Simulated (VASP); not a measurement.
# SrIr2 (Fd-3m) in VASP: single point with LDA

Aim: the single point of SrIr2 with LDA.

Program: VASP 6.6.1. These are calculated values, not measurements. Logs are shortened: lines on timing, memory, paths and dates and some standing lists are left out, and cuts for length are marked.

### Step 1. The cell of the first run

It takes space group Fd-3m (No. 227, cubic). Conventional cell: a = 7.582 Å, b = 7.582 Å, c = 7.582 Å, α = 90.00°, β = 90.00°, γ = 90.00°. Within 4.1 Å of Sr (site symmetry -43m) lie 12 Ir at 3.14 Å and 4 Sr at 3.28 Å. Ir (site symmetry -3m) has 6 Ir at 2.68 Å and 6 Sr at 3.14 Å within 3.5 Å.

### Step 2. Single point, LDA

File INCAR:

```
SYSTEM = SrIr2
ALGO = Fast
EDIFF = 1E-6
ENCUT = 520
GGA = CA
ISIF = 2
ISMEAR = -1
LASPH = .True.
LCHARG = .True.
LELF = .True.
LREAL = .False.
LVHAR = .True.
LWAVE = .False.
NBANDS = 37
NELM = 100
PREC = Accurate
SIGMA = 0.05
```

File KPOINTS:

```
k-points
0
Gamma
  12 12 12
  0 0 0
```

File POSCAR:

```
SrIr2
1.0
    0.0000000000      3.7910868234      3.7910868234
    3.7910868234      0.0000000000      3.7910868234
    3.7910868234      3.7910868234      0.0000000000
Sr Ir
2 4
Direct
    0.0000000000      0.0000000000      0.0000000000
    0.2500000000      0.2500000000      0.2500000000
    0.6250000000      0.6250000000      0.6250000000
    0.1250000000      0.6250000000      0.6250000000
    0.6250000000      0.6250000000      0.1250000000
    0.6250000000      0.1250000000      0.6250000000
```

Potentials or basis: VASP PAW LDA potentials, release 64 (Sr_sv, Ir).

Started as:

```bash
cat potpaw_LDA.64/Sr_sv/POTCAR potpaw_LDA.64/Ir/POTCAR > POTCAR
mpirun -np 1 vasp_std > vasp.out
```

OUTCAR:

```text
SYSTEM = SrIr2
   EDIFF = 1E-6
   ENCUT = 520
   GGA = CA
   ISIF = 2
   ISMEAR = -1
   LASPH = .True.
   LREAL = .False.
   NELM = 100
   PREC = Accurate

 ion  position               nearest neighbor table
   1  0.000  0.000  0.000-   3 3.14   5 3.14   6 3.14   3 3.14   4 3.14   5 3.14   3 3.14   4 3.14
                             6 3.14   4 3.14   5 3.14   6 3.14   2 3.28   2 3.28   2 3.28   2 3.28
   2  0.250  0.250  0.250-   4 3.14   5 3.14   6 3.14   3 3.14   4 3.14   6 3.14   3 3.14   4 3.14
                             5 3.14   3 3.14   5 3.14   6 3.14   1 3.28   1 3.28   1 3.28   1 3.28
   3  0.625  0.625  0.625-   4 2.68   5 2.68   6 2.68   5 2.68   6 2.68   4 2.68   1 3.14   2 3.14
                             1 3.14   2 3.14   1 3.14   2 3.14
   4  0.125  0.625  0.625-   3 2.68   5 2.68   6 2.68   3 2.68   5 2.68   6 2.68   2 3.14   1 3.14
                             1 3.14   2 3.14   2 3.14   1 3.14
   5  0.625  0.625  0.125-   3 2.68   3 2.68   4 2.68   6 2.68   6 2.68   4 2.68   1 3.14   2 3.14
                             1 3.14   2 3.14   1 3.14   2 3.14
   6  0.625  0.125  0.625-   3 2.68   5 2.68   3 2.68   4 2.68   5 2.68   4 2.68   2 3.14   1 3.14
                             2 3.14   2 3.14   1 3.14   1 3.14

  LATTYP: Found a face centered cubic cell.
 ALAT       =     7.5821736468

  Lattice vectors:

 A1 = (   0.0000000000,   3.7910868234,   3.7910868234)
 A2 = (   3.7910868234,   0.0000000000,   3.7910868234)
 A3 = (   3.7910868234,   3.7910868234,   0.0000000000)

Analysis of symmetry for initial positions (statically):
=====================================================================
 Subroutine PRICEL returns:
 Original cell was already a primitive cell.

 Routine SETGRP: Setting up the symmetry group for a
 face centered cubic supercell.

 Subroutine GETGRP returns: Found 48 space group operations
 (whereof 24 operations were pure point group operations)
 out of a pool of 48 trial point group operations.

The static configuration has the point symmetry T_d .
 The point group associated with its full space group is O_h .

Analysis of symmetry for dynamics (positions and initial velocities):
=====================================================================
 Subroutine PRICEL returns:
 Original cell was already a primitive cell.

 Routine SETGRP: Setting up the symmetry group for a
 face centered cubic supercell.

 Subroutine GETGRP returns: Found 48 space group operations
 (whereof 24 operations were pure point group operations)
 out of a pool of 48 trial point group operations.

The dynamic configuration has the point symmetry T_d .
 The point group associated with its full space group is O_h .

 Subroutine INISYM returns: Found 48 space group operations
 (whereof 24 operations are pure point group operations),
 and found     1 'primitive' translations

----------------------------------------------------------------------------------------

                                     Primitive cell

  volume of cell :     108.9736

  direct lattice vectors                    reciprocal lattice vectors
     0.000000000  3.791086823  3.791086823    -0.131888301  0.131888301  0.131888301
     3.791086823  0.000000000  3.791086823     0.131888301 -0.131888301  0.131888301
     3.791086823  3.791086823  0.000000000     0.131888301  0.131888301 -0.131888301

  length of vectors
     5.361406402  5.361406402  5.361406402     0.228437238  0.228437238  0.228437238

  position of ions in fractional coordinates (direct lattice)
     0.000000000  0.000000000  0.000000000
     0.250000000  0.250000000  0.250000000
     0.625000000  0.625000000  0.625000000
     0.125000000  0.625000000  0.625000000
     0.625000000  0.625000000  0.125000000
     0.625000000  0.125000000  0.625000000

  ion indices of the primitive-cell ions
   primitive index   ion index
                 1           1
                 2           2
                 3           3
                 4           4
                 5           5
                 6           6

----------------------------------------------------------------------------------------

 KPOINTS: k-points

Automatic generation of k-mesh.
 Grid dimensions read from file:
 generate k-points for:   12   12   12

 Generating k-lattice:

  Cartesian coordinates                     Fractional coordinates (reciprocal lattice)
    -0.010990692  0.010990692  0.010990692     0.083333333  0.000000000  0.000000000
     0.010990692 -0.010990692  0.010990692     0.000000000  0.083333333  0.000000000
     0.010990692  0.010990692 -0.010990692     0.000000000  0.000000000  0.083333333

  Length of vectors
     0.019036437  0.019036437  0.019036437

  Shift w.r.t. Gamma in fractional coordinates (k-lattice)
     0.000000000  0.000000000  0.000000000

 Subroutine IBZKPT returns following result:
 ===========================================

 Found     72 irreducible k-points:

 Following reciprocal coordinates:
            Coordinates               Weight
  0.000000  0.000000  0.000000      1.000000
  0.083333  0.000000  0.000000      8.000000
  0.166667  0.000000  0.000000      8.000000
  0.250000  0.000000  0.000000      8.000000
  0.333333  0.000000  0.000000      8.000000
  0.416667  0.000000  0.000000      8.000000
[... 16 lines left out ...]
  0.500000  0.166667  0.000000     24.000000
 -0.416667  0.166667  0.000000     24.000000
 [... further k-points ...]
   k-points           NKPTS =     72   k-points in BZ     NKDIM =     72   number of bands    NBANDS=     37
   number of dos      NEDOS =    301   number of ions     NIONS =      6
   total plane-waves  NPLWV =  64000
   dimension x,y,z NGX =    40 NGY =   40 NGZ =   40
   dimension x,y,z NGXF=    80 NGYF=   80 NGZF=   80
   ions per type =               2   4
   NGX,Y,Z   is equivalent  to a cutoff of  12.40, 12.40, 12.40 a.u.
   NGXF,Y,Z  is equivalent  to a cutoff of  24.81, 24.81, 24.81 a.u.
 SYSTEM =  SrIr2
   PREC   = accura    normal or accurate (medium, high low for compatibility)
   ISTART =      0    job   : 0-new  1-cont  2-samecut
   ICHARG =      2    charge: 1-file 2-atom 10-const
   ISPIN  =      1    spin polarized calculation?
   LNONCOLLINEAR =      F non collinear calculations
   LSORBIT =      F    spin-orbit coupling
   LASPH  =      T    aspherical Exc in radial PAW
   ENCUT  =  520.0 eV  38.22 Ry    6.18 a.u.   9.97  9.97  9.97*2*pi/ulx,y,z
   NELM   =    100;   NELMIN=  2; NELMDL= -5     # of ELM steps
   EDIFF  = 0.1E-05   stopping-criterion for ELM
   LREAL  =      F    real-space projection
   EDIFFG = 0.1E-04   stopping-criterion for IOM
   NSW    =      0    number of steps for IOM
   IBRION =     -1    ionic relax: 0-MD 1-quasi-New 2-CG
   NFREE  =      0    steps in history (QN), initial steepest desc. (CG)
   ISIF   =      2    stress and relaxation
   ISYM   =      2    0-nonsym 1-usesym 2-fastsym
   POTIM  = 0.5000    time-step for ionic-motion
   TEBEG  =    0.0;   TEEND  =   0.0 temperature during run
   PSTRESS=    0.0 pullay stress
   NELECT =      56.0000    total number of electrons
   NUPDOWN=      -1.0000    fix difference up-down
   EMIN   =  10.00;   EMAX   =-10.00  energy-range for DOS
   EFERMI =   0.00;   METHOD = LEGACY
   ISMEAR =    -1;   SIGMA  =   0.05  broadening in eV -4-tet -1-fermi 0-gaus
   EFERMI_NEDOS =   21; number of points for ismear=-14 and -15
   IALGO  =     68    algorithm
   IMIX   =      4    mixing-type and parameters
     AMIX     =   0.40;   BMIX     =  1.00
     AMIX_MAG =   1.60;   BMIX_MAG =  1.00
  volume/ion in A,a.u.               =      18.16       122.56
  Fermi-wavevector in a.u.,A,eV,Ry     =   1.311285  2.477969 23.394789  1.719468
  Thomas-Fermi vector in A             =   2.441757
   LORBIT       =      0    0 simple, 1 ext, 2 COOP (PROOUT), +10 PAW based schemes
   GGA     = CA    functional components
   LHFCALC =     F    Hartree Fock is set to
   AEXX    =    0.0000 exact exchange contribution
   IVDW    =     0    specifies the selected vdW correction
   LEPSILON=     F    determine dielectric tensor
   LRPA    =     F    only Hartree local field effects (RPA)
 non-spin polarized calculation
 RMM-DIIS sequential band-by-band and
  energy-cutoff  :      520.00
  volume of cell :      108.97
 maximum number of plane-waves:      2954
   NGX = 19   NGY = 19   NGZ = 19

 number of electron      56.0000003 magnetization

 Free energy of the ion-electron system (eV)
  ---------------------------------------------------
  ext. energy  EPLUGINS =         0.00000000
  ---------------------------------------------------
  free energy    TOTEN  =       -46.84461365 eV

  energy without entropy =      -46.79150068  energy(sigma->0) =      -46.81805717

 E-fermi :   6.3392     XC(G=0): -12.3484

 val. band max:        6.3372202650   @ k =  -0.1667   0.2500   0.0833
 cond. band min:       6.3449360985   @ k =   0.4167   0.2500   0.0000
 fundamental gap:      0.0077158335
 Fermi energy:         6.3392019011

 k-point     1 :       0.0000    0.0000    0.0000
  band No.  band energies     occupation
      1     -27.4399      2.00000
      2     -27.1801      2.00000
      3     -10.0113      2.00000
      4     -10.0113      2.00000
      5     -10.0113      2.00000
      6      -9.3809      2.00000
[... 29 lines left out ...]
     36      11.1168      0.00000
     37      11.1168      0.00000

 k-point     2 :       0.0833    0.0000    0.0000
  band No.  band energies     occupation
      1     -27.4364      2.00000
      2     -27.1835      2.00000
      3     -10.0143      2.00000
      4     -10.0143      2.00000
      5     -10.0074      2.00000
      6      -9.3915      2.00000
[... 29 lines left out ...]
     36      11.0521      0.00000
     37      11.0553      0.00000

 k-point     3 :       0.1667    0.0000    0.0000
  band No.  band energies     occupation
      1     -27.4264      2.00000
      2     -27.1933      2.00000
      3     -10.0224      2.00000
      4     -10.0224      2.00000
      5     -10.0040      2.00000
      6      -9.4114      2.00000
[... 29 lines left out ...]
     36      10.8881      0.00000
     37      10.8911      0.00000

 k-point     4 :       0.2500    0.0000    0.0000
  band No.  band energies     occupation
      1     -27.4114      2.00000
      2     -27.2080      2.00000
      3     -10.0327      2.00000
      4     -10.0327      2.00000
      5     -10.0170      2.00000
      6      -9.4165      2.00000
[... 29 lines left out ...]
     36      10.7061      0.00000
     37      10.7065      0.00000
[... 683 lines left out ...]
      1     -27.3771      2.00000
      2     -27.2417      2.00000
      3     -10.1389      2.00000
      4     -10.0777      2.00000
      5      -9.9148      2.00000
      6      -9.5002      2.00000
[... 29 lines left out ...]
     36      10.6320      0.00000
     37      10.6539      0.00000

 k-point    23 :       0.5000    0.1667    0.0000
  band No.  band energies     occupation
      1     -27.3639      2.00000
      2     -27.2547      2.00000
      3     -10.1689      2.00000
      4     -10.0765      2.00000
      5      -9.9225      2.00000
      6      -9.4855      2.00000
[... 29 lines left out ...]
     36      10.5488      0.00000
     37      11.0127      0.00000

 k-point    24 :      -0.4167    0.1667    0.0000
  band No.  band energies     occupation
      1     -27.3619      2.00000
      2     -27.2567      2.00000
      3     -10.1788      2.00000
      4     -10.0687      2.00000
      5      -9.9289      2.00000
      6      -9.4771      2.00000
[... 29 lines left out ...]
     36      10.4740      0.00000
     37      11.0844      0.00000

 [... further k-points ...]

------------------------ aborting loop because EDIFF is reached ----------------------------------------

  FORCE on cell =-STRESS in cart. coord.  units (eV):
  Direction    XX          YY          ZZ          XY          YZ          ZX
  --------------------------------------------------------------------------------------
  -------------------------------------------------------------------------------------
  Total        0.8315121      0.8315121      0.8315121      0.0000000      0.0000000     -0.0000000
  in kB       12.2252565     12.2252565     12.2252565      0.0000000      0.0000000     -0.0000000
  external PRESSURE =      12.2252565 kB  Pullay stress =       0.0000000 kB

 VOLUME and BASIS-vectors are now :
 -----------------------------------------------------------------------------
  energy-cutoff  :      520.00
  volume of cell :      108.97
      direct lattice vectors                 reciprocal lattice vectors
     0.000000000  3.791086823  3.791086823    -0.131888301  0.131888301  0.131888301
     3.791086823  0.000000000  3.791086823     0.131888301 -0.131888301  0.131888301
     3.791086823  3.791086823  0.000000000     0.131888301  0.131888301 -0.131888301

 POSITION                                       TOTAL-FORCE (eV/Angst)
 -----------------------------------------------------------------------------------
      0.00000      0.00000      0.00000        -0.000000     -0.000000     -0.000000
      1.89554      1.89554      1.89554         0.000000      0.000000      0.000000
      4.73886      4.73886      4.73886         0.000000     -0.000000     -0.000000
      4.73886      2.84332      2.84332         0.000000     -0.000000     -0.000000
      2.84332      2.84332      4.73886         0.000000     -0.000000     -0.000000
      2.84332      4.73886      2.84332         0.000000     -0.000000     -0.000000
 -----------------------------------------------------------------------------------
    total drift:                                0.000000      0.000000      0.000000

  FREE ENERGIE OF THE ION-ELECTRON SYSTEM (eV)
  ---------------------------------------------------
  free  energy   TOTEN  =       -46.8446136550 eV

  energy  without entropy=      -46.7915006828  energy(sigma->0) =      -46.81805717
```

Wall time 8 min (1 thread of AMD EPYC 7R13 (Zen 3), shared host); peak memory 0.32 GiB.

Results:

```
Free energy            : -46.8446 eV
Pressure               : 1.2 GPa
Band gap on the k mesh : zero (bands 28 and 29 overlap by 1.21 eV)
```

Levels at points of the mesh, in eV from the Fermi level:
```tsv
k point	band 26	band 27	band 28	band 29	band 30	band 31
(0.00, 0.00, 0.00)	-0.19	0.80	0.80	1.39	1.47	1.47
(0.50, 0.00, 0.00)	-0.42	-0.38	0.03	0.03	2.03	2.43
(0.50, 0.50, 0.00)	-1.62	-0.31	-0.31	-0.18	-0.18	1.97
```

Caveat: spin-orbit coupling is left out, which moves the levels of the heavy elements.
